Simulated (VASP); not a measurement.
A run of VASP 6.6.1 is set up as follows.

INCAR

```
  PREC = Accurate
  ENCUT = 600
  EDIFF = 1E-7
  ISMEAR = -1
  SIGMA = 0.1
  LREAL = False
  LASPH = True
  NELM = 100
  ALGO = Normal
  ISIF = 3
  LWAVE = False
  LCHARG = False
  GGA = CA
  IBRION = 2
  NSW = 100
  EDIFFG = -0.002
  PSTRESS = 20.0
```

File KPOINTS:

```
Automatic mesh
0
Gamma
  14 14 14
```

Contents of POSCAR:

```
Sn
1.0
    0.0000000000      3.2371605010      3.2371605010
    3.2371605010      0.0000000000      3.2371605010
    3.2371605010      3.2371605010      0.0000000000
Sn
2
Direct
    0.5000000000      0.5000000000      0.5000000000
    0.7500000000      0.7500000000      0.7500000000
```

Potentials or basis: VASP PAW LDA potentials, release 64 (Sn_d).

Command:

```console
$ cat potpaw_LDA.64/Sn_d/POTCAR > POTCAR
$ mpirun -np 1 vasp_std > vasp.out
```

Task: What does it give for the relaxed volume?

Result: 32.62 Å³/atom.

Task: What does it give for the space group after relaxing (to 0.1 Å)?

Result: Fd-3m (No. 227).

Task: What does it give for the band gap on the k mesh?

Result: Zero (bands 14 and 15 overlap by 0.09 eV).

Final structure:
```
CELL_PARAMETERS angstrom
0.00000 3.19524 3.19524
3.19524 0.00000 3.19524
3.19524 3.19524 0.00000
ATOMIC_POSITIONS crystal
Sn 0.50000 0.50000 0.50000
Sn 0.75000 0.75000 0.75000
```

Caveat: the cell is relaxed towards a set pressure, so the run minimises the enthalpy, not the energy; spin-orbit coupling is left out, which moves the levels of the heavy elements. Zero-point motion and thermal expansion aren't in these numbers.
